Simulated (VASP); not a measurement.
The system is BeS.

```xyz
2
Lattice="0.0000 2.3173 2.3173 2.3173 0.0000 2.3173 2.3173 2.3173 0.0000" Properties=species:S:1:pos:R:3 pbc="T T T"
Be    0.0000    0.0000    0.0000
S     2.3173    2.3173    2.3173
```

Base run:

* Program: VASP 6.6.1
* Functional: PBEsol
* Potentials or basis: VASP PAW PBE potentials, release 64 (Be, S)
* Cutoff: 520 eV
* k mesh: 6 × 6 × 6
* Occupations: gaussian, width 0.01 eV
* Spin: no spin polarisation

Its results: band gap on the k mesh 0.96 eV, indirect (least direct gap 4.15 eV); pressure -2.8 GPa.

**Question.** The run is repeated on the same cell with these changes: functional from PBEsol to r2SCAN; further incar settings from ALGO = Normal; EDIFF = 1e-06; NBANDS = 11 to ALGO = Normal; EDIFF = 1e-07; NBANDS = 11. What comes out?

**Answer.** Band gap on the k mesh 1.35 eV, indirect (least direct gap 4.59 eV); pressure 0.1 GPa.

Caveats: the PAW data sets were made with another functional, which shifts forces and pressure a little.

A k mesh can miss the band edges.
